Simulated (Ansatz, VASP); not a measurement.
**Ge: VASP beside Ansatz**

```xyz
2
Lattice="0.0000 2.7823 2.7823 2.7823 0.0000 2.7823 2.7823 2.7823 0.0000" Properties=species:S:1:pos:R:3 pbc="T T T"
Ge    2.7823    2.7823    2.7823
Ge    4.1735    4.1735    4.1735
```

Alike in both runs: task single point; functional PBE; k mesh 12 × 12 × 12; occupations gaussian, width 0.02 eV; no spin polarisation.

|  | VASP | Ansatz |
| --- | --- | --- |
| version | VASP 6.6.1 | Ansatz 0.2.0 |
| potentials or method | VASP PAW PBE potentials, release 64 (Ge_d), cutoff 520 eV | scalar-relativistic, plane waves, PAW |
| valence electrons in the cell | 28 | 28 |

|  | VASP | Ansatz | Ansatz less VASP |
| --- | --- | --- | --- |
| gap on the k mesh at the Fermi level (eV) | 0.34 | 0.34 | -0.005 |
| least direct gap on the mesh (eV) | 0.50 | 0.49 | -0.007 |
| pressure (GPa) | 7.8 | 7.9 | +0.06 |

With one functional, cell and mesh, what is left measures potentials, basis and numerics.
